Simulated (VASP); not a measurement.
Set up this calculation in VASP 6.6.1, as the native input.

- Task: single point
- Functional: PBE
- Potentials or basis: VASP PAW PBE potentials, release 64 (Pt, Al)
- Cutoff: 520 eV
- k mesh: 11 × 11 × 11
- Occupations: gaussian, width 0.1 eV
- Spin: no spin polarisation
- Dipole correction: no
- Further INCAR settings: ALGO = Fast; EDIFF = 1e-06; NBANDS = 15

The structure of Al2Pt lies in POSCAR:

```
Al2Pt
1.0
    0.0000000000      2.9550000000      2.9550000000
    2.9550000000      0.0000000000      2.9550000000
    2.9550000000      2.9550000000      0.0000000000
Pt Al
1 2
Direct
    0.0117280000     -0.0150500000     -0.0056400000
    0.7540240000      0.7533590000      0.7435730000
    0.2510320000      0.2488130000      0.2564700000
```

These files were run (other wordings do the same):

INCAR

```
ALGO = Fast ; EDIFF = 1E-6
ENCUT = 520 ; GGA = PE
ISIF = 2 ; ISMEAR = 0
LASPH = T ; LCHARG = F
LREAL = F ; LWAVE = F
NBANDS = 15 ; NELM = 100
PREC = Accurate ; SIGMA = 0.1
```

KPOINTS

```
k-points
0
Gamma
  11 11 11
```

Potentials or basis: VASP PAW PBE potentials, release 64 (Pt, Al).

Command:

```bash
$ cat potpaw_PBE.64/Pt/POTCAR potpaw_PBE.64/Al/POTCAR > POTCAR
$ mpirun -np 1 vasp_std > vasp.out
```

Results of the run:

| Property | Result |
| --- | --- |
| Pressure | 2.6 GPa |
| Largest force | 0.580 eV/Å |
| Band gap on the k mesh | zero (bands 8 and 9 overlap by 5.26 eV) |

Caveat: spin-orbit coupling is left out, which moves the levels of the heavy elements.

Wall time 7.7 min on 1 thread of Intel(R) Xeon(R) 6975P-C (Granite Rapids) (shared host), peak memory 0.6 GiB.
